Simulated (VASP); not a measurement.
# Be (P6_3/mmc) in VASP: settings compared

Aim: see how the results for Be move with the level of theory and the settings. Levels: r2SCAN, LDA. Tasks: single point.

Everything below comes from runs of VASP 6.6.1. Logs are shortened: lines on timing, memory, paths and dates and some standing lists are left out, and cuts for length are marked.

### Step 1. The cell of the first run

Symmetry: P6_3/mmc, No. 194, hexagonal system. The conventional cell has a = 2.264 Å, b = 2.264 Å, c = 3.562 Å, α = 90.00°, β = 90.00°, γ = 120.00°. Within 2.9 Å of Be (site symmetry -6m2) lie 12 Be at 2.21 to 2.26 Å.

### Step 2. Single point, r2SCAN

The input, POSCAR:

```
Be
1.0
    2.2637823170      0.0000000000      0.0000000000
   -1.1318911585      1.9604929952      0.0000000000
    0.0000000000      0.0000000000      3.5617277522
Be
2
Direct
    0.0000000000      0.0000000000      0.0000000000
    0.3333333333      0.6666666667      0.5000000000
```

The input, INCAR.step1:

```
SYSTEM = Be
PREC     = Accurate       ! precision mode
ENCUT    = 520            ! plane-wave cutoff, eV
ISMEAR   = 1              ! smearing method
SIGMA    = 0.1            ! smearing width, eV
LREAL    = .FALSE.        ! projectors in reciprocal space
LASPH    = .TRUE.         ! aspherical terms in the spheres
NELM     = 60             ! most SCF steps
NBANDS   = 9              ! bands
GGA      = PE             ! functional
ALGO     = Normal         ! electronic algorithm
EDIFF    = 1E-4           ! SCF threshold, eV
LWAVE    = .TRUE.         ! write WAVECAR
LCHARG   = .FALSE.        ! write CHGCAR
```

The input, INCAR.step2:

```
SYSTEM = Be
PREC     = Accurate       ! precision mode
ENCUT    = 520            ! plane-wave cutoff, eV
EDIFF    = 1E-6           ! SCF threshold, eV
ISMEAR   = 1              ! smearing method
SIGMA    = 0.1            ! smearing width, eV
LREAL    = .FALSE.        ! projectors in reciprocal space
LASPH    = .TRUE.         ! aspherical terms in the spheres
NELM     = 60             ! most SCF steps
ALGO     = Normal         ! electronic algorithm
ISIF     = 2              ! what is computed and relaxed
LWAVE    = .FALSE.        ! write WAVECAR
LCHARG   = .FALSE.        ! write CHGCAR
METAGGA  = R2SCAN         ! meta-GGA
LMIXTAU  = .TRUE.       
NBANDS   = 9              ! bands
ISTART   = 1
```

The input, KPOINTS:

```
regular mesh
0
G
  27 27 15
  0 0 0
```

Potentials or basis: VASP PAW PBE potentials, release 64 (Be).

Started as:

```sh
$ cat potpaw_PBE.64/Be/POTCAR > POTCAR
$ cp INCAR.step1 INCAR
$ mpirun -np 1 vasp_std > vasp.out
$ cp INCAR.step2 INCAR
$ mpirun -np 1 vasp_std > vasp.out
```

OUTCAR:

```text
SYSTEM = Be
   PREC = Accurate
   ENCUT = 520
   EDIFF = 1E-6
   ISMEAR = 1
   LREAL = .FALSE.
   LASPH = .TRUE.
   NELM = 60
   ISIF = 2
   METAGGA = R2SCAN
   ISTART = 1

 ion  position               nearest neighbor table
   1  0.000  0.000  0.000-   2 2.21   2 2.21   2 2.21   2 2.21   2 2.21   2 2.21
   2  0.333  0.667  0.500-   1 2.21   1 2.21   1 2.21   1 2.21   1 2.21   1 2.21

  LATTYP: Found a hexagonal cell.
 ALAT       =     2.2637823170
 C/A-ratio  =     1.5733525814

  Lattice vectors:

 A1 = (   2.2637823170,   0.0000000000,   0.0000000000)
 A2 = (  -1.1318911585,   1.9604929952,   0.0000000000)
 A3 = (   0.0000000000,   0.0000000000,   3.5617277522)

Analysis of symmetry for initial positions (statically):
=====================================================================
 Subroutine PRICEL returns:
 Original cell was already a primitive cell.

 Routine SETGRP: Setting up the symmetry group for a
 hexagonal supercell.

 Subroutine GETGRP returns: Found 24 space group operations
 (whereof 12 operations were pure point group operations)
 out of a pool of 24 trial point group operations.

The static configuration has the point symmetry D_3h.
 The point group associated with its full space group is D_6h.

Analysis of symmetry for dynamics (positions and initial velocities):
=====================================================================
 Subroutine PRICEL returns:
 Original cell was already a primitive cell.

 Routine SETGRP: Setting up the symmetry group for a
 hexagonal supercell.

 Subroutine GETGRP returns: Found 24 space group operations
 (whereof 12 operations were pure point group operations)
 out of a pool of 24 trial point group operations.

The dynamic configuration has the point symmetry D_3h.
 The point group associated with its full space group is D_6h.

 Subroutine INISYM returns: Found 24 space group operations
 (whereof 12 operations are pure point group operations),
 and found     1 'primitive' translations

----------------------------------------------------------------------------------------

                                     Primitive cell

  volume of cell :      15.8074

  direct lattice vectors                    reciprocal lattice vectors
     2.263782317  0.000000000  0.000000000     0.441738586  0.255037892  0.000000000
    -1.131891158  1.960492995  0.000000000     0.000000000  0.510075783  0.000000000
     0.000000000  0.000000000  3.561727752     0.000000000  0.000000000  0.280762616

  length of vectors
     2.263782317  2.263782317  3.561727752     0.510075783  0.510075783  0.280762616

  position of ions in fractional coordinates (direct lattice)
     0.000000000  0.000000000  0.000000000
     0.333333333  0.666666667  0.500000000

  ion indices of the primitive-cell ions
   primitive index   ion index
                 1           1
                 2           2

----------------------------------------------------------------------------------------

 KPOINTS: regular mesh

Automatic generation of k-mesh.
 Grid dimensions read from file:
 generate k-points for:   27   27   15

 Generating k-lattice:

  Cartesian coordinates                     Fractional coordinates (reciprocal lattice)
     0.016360688  0.009445848  0.000000000     0.037037037  0.000000000  0.000000000
     0.000000000  0.018891696  0.000000000     0.000000000  0.037037037  0.000000000
     0.000000000  0.000000000  0.018717508     0.000000000  0.000000000  0.066666667

  Length of vectors
     0.018891696  0.018891696  0.018717508

  Shift w.r.t. Gamma in fractional coordinates (k-lattice)
     0.000000000  0.000000000  0.000000000

 Subroutine IBZKPT returns following result:
 ===========================================

 Found    600 irreducible k-points:

 Following reciprocal coordinates:
            Coordinates               Weight
  0.000000  0.000000  0.000000      1.000000
  0.037037  0.000000  0.000000      6.000000
  0.074074  0.000000  0.000000      6.000000
  0.111111  0.000000  0.000000      6.000000
  0.148148  0.000000  0.000000      6.000000
  0.185185  0.000000  0.000000      6.000000
[... 16 lines left out ...]
  0.333333  0.037037  0.000000     12.000000
  0.370370  0.037037  0.000000     12.000000
 [... further k-points ...]
   k-points           NKPTS =    600   k-points in BZ     NKDIM =    600   number of bands    NBANDS=      9
   number of dos      NEDOS =    301   number of ions     NIONS =      2
   total plane-waves  NPLWV =   9072
   dimension x,y,z NGX =    18 NGY =   18 NGZ =   28
   dimension x,y,z NGXF=    36 NGYF=   36 NGZF=   56
   ions per type =               2
   NGX,Y,Z   is equivalent  to a cutoff of  13.22, 13.22, 13.07 a.u.
   NGXF,Y,Z  is equivalent  to a cutoff of  26.44, 26.44, 26.14 a.u.
 SYSTEM =  Be
   PREC   = accura    normal or accurate (medium, high low for compatibility)
   ISTART =      1    job   : 0-new  1-cont  2-samecut
   ICHARG =      0    charge: 1-file 2-atom 10-const
   ISPIN  =      1    spin polarized calculation?
   LNONCOLLINEAR =      F non collinear calculations
   LSORBIT =      F    spin-orbit coupling
   LASPH  =      T    aspherical Exc in radial PAW
   ENCUT  =  520.0 eV  38.22 Ry    6.18 a.u.   4.21  4.21  6.62*2*pi/ulx,y,z
   NELM   =     60;   NELMIN=  2; NELMDL=  0     # of ELM steps
   EDIFF  = 0.1E-05   stopping-criterion for ELM
   LREAL  =      F    real-space projection
   EDIFFG = 0.1E-04   stopping-criterion for IOM
   NSW    =      0    number of steps for IOM
   IBRION =     -1    ionic relax: 0-MD 1-quasi-New 2-CG
   NFREE  =      0    steps in history (QN), initial steepest desc. (CG)
   ISIF   =      2    stress and relaxation
   ISYM   =      2    0-nonsym 1-usesym 2-fastsym
   POTIM  = 0.5000    time-step for ionic-motion
   TEBEG  =    0.0;   TEEND  =   0.0 temperature during run
   PSTRESS=    0.0 pullay stress
   NELECT =       4.0000    total number of electrons
   NUPDOWN=      -1.0000    fix difference up-down
   EMIN   =  10.00;   EMAX   =-10.00  energy-range for DOS
   EFERMI =   0.00;   METHOD = LEGACY
   ISMEAR =     1;   SIGMA  =   0.10  broadening in eV -4-tet -1-fermi 0-gaus
   EFERMI_NEDOS =   21; number of points for ismear=-14 and -15
   IALGO  =     38    algorithm
   IMIX   =      4    mixing-type and parameters
     AMIX     =   0.40;   BMIX     =  1.00
     AMIX_MAG =   1.60;   BMIX_MAG =  1.00
  volume/ion in A,a.u.               =       7.90        53.34
  Fermi-wavevector in a.u.,A,eV,Ry     =   1.035479  1.956771 14.588393  1.072217
  Thomas-Fermi vector in A             =   2.169824
   LORBIT       =      0    0 simple, 1 ext, 2 COOP (PROOUT), +10 PAW based schemes
   METAGGA = R2SCAN    functional components
   LHFCALC =     F    Hartree Fock is set to
   AEXX    =    0.0000 exact exchange contribution
   IVDW    =     0    specifies the selected vdW correction
   LEPSILON=     F    determine dielectric tensor
   LRPA    =     F    only Hartree local field effects (RPA)
 non-spin polarized calculation
 Methfessel and Paxton  Order N= 1 SIGMA  =   0.10
  energy-cutoff  :      520.00
  volume of cell :       15.81
 maximum number of plane-waves:       446
 NGX is ok and might be reduce to    18
   NGX =  9   NGY =  9   NGZ = 13

 number of electron       4.0000000 magnetization

 Free energy of the ion-electron system (eV)
  ---------------------------------------------------
  ext. energy  EPLUGINS =         0.00000000
  ---------------------------------------------------
  free energy    TOTEN  =        -8.68157348 eV

  energy without entropy =       -8.68164747  energy(sigma->0) =       -8.68159814

 E-fermi :   7.0321     XC(G=0): -11.2619

 val. band max:        7.0272563191   @ k =   0.2963   0.2963   0.2000
 cond. band min:       7.0478010386   @ k =   0.3333   0.3333   0.4667
 fundamental gap:      0.0205447195
 Fermi energy:         7.0320996395

 k-point     1 :       0.0000    0.0000    0.0000
  band No.  band energies     occupation
      1      -5.1109      2.00000
      2       2.3859      2.00000
      3       8.2078     -0.00000
      4      24.4523      0.00000
      5      24.4523      0.00000
      6      27.4907      0.00000
      7      27.4907      0.00000
      8      29.8382      0.00000
      9      35.5950      0.00000

 k-point     2 :       0.0370    0.0000    0.0000
  band No.  band energies     occupation
      1      -5.0683      2.00000
      2       2.4409      2.00000
      3       8.2223     -0.00000
      4      24.0624      0.00000
      5      24.1475      0.00000
      6      27.4977      0.00000
      7      27.6818      0.00000
      8      29.7579      0.00000
      9      34.7888      0.00000

 k-point     3 :       0.0741    0.0000    0.0000
  band No.  band energies     occupation
      1      -4.9405      2.00000
      2       2.6059      2.00000
      3       8.2648     -0.00000
      4      23.0244      0.00000
      5      23.4422      0.00000
      6      27.4966      0.00000
      7      28.0232      0.00000
      8      29.4960      0.00000
      9      33.4269      0.00000

 k-point     4 :       0.1111    0.0000    0.0000
  band No.  band energies     occupation
      1      -4.7273      2.00000
      2       2.8806      2.00000
      3       8.3312     -0.00000
      4      21.5919      0.00000
      5      22.5970      0.00000
      6      27.4537      0.00000
      7      28.2210      0.00000
      8      28.9916      0.00000
      9      31.8597      0.00000
[... 205 lines left out ...]
 k-point    22 :       0.2963    0.0370    0.0000
  band No.  band energies     occupation
      1      -2.0034      2.00000
      2       6.3631      2.00000
      3       7.9974     -0.00000
      4      13.9665      0.00000
      5      18.2579      0.00000
      6      21.0281      0.00000
      7      22.5078      0.00000
      8      26.4281      0.00000
      9      28.2792      0.00000

 k-point    23 :       0.3333    0.0370    0.0000
  band No.  band energies     occupation
      1      -1.2470      2.00000
      2       7.2853     -0.00200
      3       7.3233     -0.00030
      4      13.5866      0.00000
      5      17.7375      0.00000
      6      19.2538      0.00000
      7      21.2722      0.00000
      8      26.0914      0.00000
      9      28.2512      0.00000

 k-point    24 :       0.3704    0.0370    0.0000
  band No.  band energies     occupation
      1      -0.4206      2.00000
      2       6.3341      2.00000
      3       8.3699     -0.00000
      4      13.5954      0.00000
      5      17.2647      0.00000
      6      17.5500      0.00000
      7      20.2077      0.00000
      8      25.8172      0.00000
      9      28.2436      0.00000

 [... further k-points ...]
[... 5 lines left out ...]
  --------------------------------------------------------------------------------------
  -------------------------------------------------------------------------------------
  Total        0.0238231      0.0238231      0.0369487      0.0000000      0.0000000     -0.0000000
  in kB        2.4146148      2.4146148      3.7449733      0.0000000      0.0000000     -0.0000000
  external PRESSURE =       2.8580677 kB  Pullay stress =       0.0000000 kB

 VOLUME and BASIS-vectors are now :
 -----------------------------------------------------------------------------
  energy-cutoff  :      520.00
  volume of cell :       15.81
      direct lattice vectors                 reciprocal lattice vectors
     2.263782317  0.000000000  0.000000000     0.441738586  0.255037892  0.000000000
    -1.131891158  1.960492995  0.000000000     0.000000000  0.510075783  0.000000000
     0.000000000  0.000000000  3.561727752     0.000000000  0.000000000  0.280762616

 POSITION                                       TOTAL-FORCE (eV/Angst)
 -----------------------------------------------------------------------------------
      0.00000      0.00000      0.00000        -0.000000      0.000000      0.000000
     -0.00000      1.30700      1.78086         0.000000     -0.000000      0.000000
 -----------------------------------------------------------------------------------
    total drift:                               -0.000000      0.000000      0.000000

  FREE ENERGIE OF THE ION-ELECTRON SYSTEM (eV)
  ---------------------------------------------------
  free  energy   TOTEN  =        -8.6815734819 eV

  energy  without entropy=       -8.6816474706  energy(sigma->0) =       -8.68159814
```

It took 89 s on 1 thread of Intel Xeon 6975P-C (Granite Rapids), shared host; peak memory 0.18 GiB.

What came out:

```
Free energy            : -8.6816 eV
Pressure               : 0.3 GPa
Band gap on the k mesh : zero (band 2 reaches 8.23 eV, above the bottom of band 3 at 5.98 eV)
```

Levels at points of the mesh, in eV from the Fermi level:
```csv
k point,band 1,band 2,band 3,band 4,band 5,band 6
"(0.00, 0.00, 0.00)",-12.14,-4.65,1.18,17.42,17.42,20.46
```

Caveat: the PAW data sets were made with another functional, which shifts forces and pressure a little.

### Step 3. Single point, LDA

This run uses another cell than the first one, of 7.55 Å³/atom, 0.955 times its volume.

The input, INCAR:

```
PREC = Accurate
ENCUT = 520
EDIFF = 1E-7
ISMEAR = 1
SIGMA = 0.1
LREAL = False
LASPH = True
NELM = 100
ALGO = Normal
ISIF = 2
LWAVE = False
LCHARG = False
GGA = CA
NBANDS = 9
```

The input, KPOINTS:

```
Automatic mesh
0
Gamma
  27 27 15
```

The input, POSCAR:

```
Be
1.0
    2.2288004077      0.0000000000      0.0000000000
   -1.1144002039      1.9301977731      0.0000000000
    0.0000000000      0.0000000000      3.5095302648
Be
2
Direct
    0.0000000000      0.0000000000      0.0000000000
    0.3333333333      0.6666666667      0.5000000000
```

Potentials or basis: VASP PAW LDA potentials, release 64 (Be).

Started as:

```sh
$ cat potpaw_LDA.64/Be/POTCAR > POTCAR
$ mpirun -np 1 vasp_std > vasp.out
```

It took 42 s on 1 thread of Intel Xeon Platinum 8259CL at 2.50GHz (Skylake/Cascade Lake), shared host; peak memory 0.17 GiB.

Results (log left out):

```yaml
Free_energy: -8.4197 eV
Pressure: 0.5 GPa
Band_gap_on_the_k_mesh: zero (band 2 reaches 8.19 eV, above the bottom of band 3 at 6.00 eV)
```

Levels at points of the mesh, in eV from the Fermi level:
```csv
k point,band 1,band 2,band 3,band 4,band 5,band 6
"(0.00, 0.00, 0.00)",-11.36,-4.51,1.49,16.41,16.41,19.34
```
